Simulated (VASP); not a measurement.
Runs of VASP 6.6.1 on Ag. The structure is that of space group Fd-3m (No. 227), or close to it. The cells are those of the table. 

```tsv
task	cell	cutoff (eV)	gap on the mesh (eV)	pressure (GPa)
single point	a = 4.448 Å, angles 60.0°, 2 atoms	520	none	(a)
relaxation of cell and atoms	relaxed from a = 4.023 Å, angles 60.0°, 2 atoms	600	none	0.0
single point	a = 4.568 Å, angles 60.0°, 2 atoms	520	none	-0.7
single point	a = 4.683 Å, angles 60.0°, 2 atoms	520	none	-1.8
single point	a = 4.509 Å, angles 60.0°, 2 atoms	520	none	0.0
```

Alike in all rows: level RPBE; potentials or basis VASP PAW PBE potentials, release 64 (Ag); no spin polarisation; k mesh 10 × 10 × 10; smearing fermi-dirac 0.1 eV.

Question: Estimate the missing entries.

Answer: (a) 1.0.

Caveats: the PAW data sets were made with another functional, which shifts forces and pressure a little.

A k mesh can miss the band edges, and the runs leave out spin-orbit coupling on Ag.

A gap of «none» marks levels without a gap at the run's occupations.
